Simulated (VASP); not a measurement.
Write the native input for VASP 6.6.1 that does the following.

```yaml
Task: single point
Functional: PBE
Potentials_or_basis: VASP PAW PBE potentials, release 64 (Sn_d, O)
Cutoff: 520 eV
k_mesh: 4 × 4 × 6
Occupations: fermi-dirac, width 0.02 eV
Spin: no spin polarisation
Dipole_correction: no
Further_INCAR_settings: ALGO = Normal; EDIFF = 1e-06; NBANDS = 35
```

The structure of SnO2 (Cassiterite) lies in POSCAR:

```
SnO2
1.0
    4.7380000000      0.0000000000      0.0000000000
    0.0000000000      4.7380000000      0.0000000000
    0.0000000000      0.0000000000      3.1865000000
Sn O
2 4
Direct
    0.0000000000      0.0000000000      0.0000000000
    0.5000000000      0.5000000000      0.5000000000
    0.3053989362      0.3053989362      0.0000000000
    0.1946010638      0.8053989362      0.5000000000
    0.6946010638      0.6946010638      0.0000000000
    0.8053989362      0.1946010638      0.5000000000
```

The input as run:

INCAR

```
SYSTEM = SnO2
  PREC = Accurate
  ENCUT = 520
  EDIFF = 1E-6
  ISMEAR = -1
  SIGMA = 0.02
  LREAL = .False.
  LASPH = .True.
  NELM = 80
  ALGO = Normal
  ISIF = 2
  LWAVE = .False.
  LCHARG = .False.
  GGA = PE
  NBANDS = 35
```

KPOINTS

```
regular mesh
0
Gamma
  4 4 6
  0 0 0
```

Potentials or basis: VASP PAW PBE potentials, release 64 (Sn_d, O).

Launch:

```bash
$ cat potpaw_PBE.64/Sn_d/POTCAR potpaw_PBE.64/O/POTCAR > POTCAR
$ mpirun -np 1 vasp_std > vasp.out
```

It gave:

* Pressure: 11.4 GPa
* Largest force: 0.015 eV/Å
* Band gap on the k mesh: 1.23 eV, direct

Caveat: spin-orbit coupling is left out, which moves the levels of the heavy elements.

It took 56 s on 1 thread of AMD EPYC 7R13 Processor (Zen 3), with other jobs on the host, peak memory 0.17 GiB.
